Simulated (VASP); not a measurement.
**CdS: relaxation of cell and atoms with PBE**

Crystal: CdS.

```xyz
6
Lattice="6.6037 0.0000 0.0000 -3.3019 5.7190 0.0000 0.0000 0.0000 4.0021" Properties=species:S:1:pos:R:3 pbc="T T T"
Cd    4.0954    0.0000    2.6681
Cd   -2.0477    3.5467    1.3340
Cd    1.2542    2.1723    0.0000
S     2.4389    0.0000    0.6670
S    -1.2195    2.1122    3.3351
S     2.0824    3.6068    2.0011
```

* Program: VASP 6.6.1
* Task: relaxation of cell and atoms
* Functional: PBE
* Potentials or basis: VASP PAW PBE potentials, release 64 (Cd, S)
* Cutoff: 600 eV
* k mesh: 6 × 6 × 8
* Occupations: gaussian, width 0.02 eV
* Spin: no spin polarisation
* Dipole correction: no
* Further INCAR settings: ALGO = Normal; EDIFF = 1e-06; IBRION = 2; EDIFFG = -0.01; NSW = 100; ISIF = 3

* Relaxed volume: 25.32 Å³/atom
* Relaxed cell: a = 6.615 Å, b = 6.615 Å, c = 4.008 Å, α = 90.00°, β = 90.00°, γ = 120.00°
* Space group after relaxing (to 0.05 Å): P3_221 (No. 154)
* Energy gained by relaxing: 0.1 meV/atom
* Ionic steps: 3
* Pressure after relaxing: 0.0 GPa
* Largest force after relaxing: 0.004 eV/Å
* Band gap on the k mesh: 0.97 eV, direct

Forces in eV/Å, atoms in the order of the input:
```
Cd  -0.004  0.000  0.000
Cd   0.002 -0.003  0.000
Cd   0.002  0.003  0.000
S    0.002  0.000  0.000
S   -0.001  0.002  0.000
S   -0.001 -0.002  0.000
```

The path:
```tsv
step	energy change (eV)	largest force (eV/Å)	pressure (GPa)	volume (Å³)
1	0.0000	0.0064	0.28	151.15
2	-0.0006	0.0057	-0.07	152.10
3	-0.0006	0.0039	0.01	151.90
```

Final structure:
```yaml
crystal:
  lattice:
    - [6.61483, 0.00000, 0.00000]
    - [-3.30742, 5.72861, 0.00000]
    - [0.00000, 0.00000, 4.00846]
  atoms:
    - { symbol: Cd, position: [0.62018, 0.00000, 0.66667] }
    - { symbol: Cd, position: [0.00000, 0.62018, 0.33333] }
    - { symbol: Cd, position: [0.37982, 0.37982, 0.00000] }
    - { symbol: S, position: [0.36929, 0.00000, 0.16667] }
    - { symbol: S, position: [0.00000, 0.36929, 0.83333] }
    - { symbol: S, position: [0.63071, 0.63071, 0.50000] }
```

Levels at points of the mesh, in eV from the valence-band top:
| k point | band 25 | band 26 | band 27 | band 28 | band 29 | band 30 |
| --- | --- | --- | --- | --- | --- | --- |
| (0.00, 0.00, 0.00) | -0.03 | 0.00 | 0.00 | 0.97 | 4.46 | 4.46 |
| (0.50, 0.00, 0.00) | -0.68 | -0.36 | -0.25 | 3.14 | 3.26 | 3.63 |
| (0.00, 0.00, 0.50) | -1.66 | -1.07 | -1.07 | 3.35 | 3.35 | 4.23 |
| (0.50, 0.00, 0.50) | -0.94 | -0.89 | -0.58 | 2.78 | 3.82 | 4.49 |

It took 7.7 min on 1 thread of Intel(R) Xeon(R) Platinum 8488C (Sapphire Rapids) (shared host), peak memory 0.43 GiB.

PBE gaps usually lie below the measured ones, often by a third to a half.
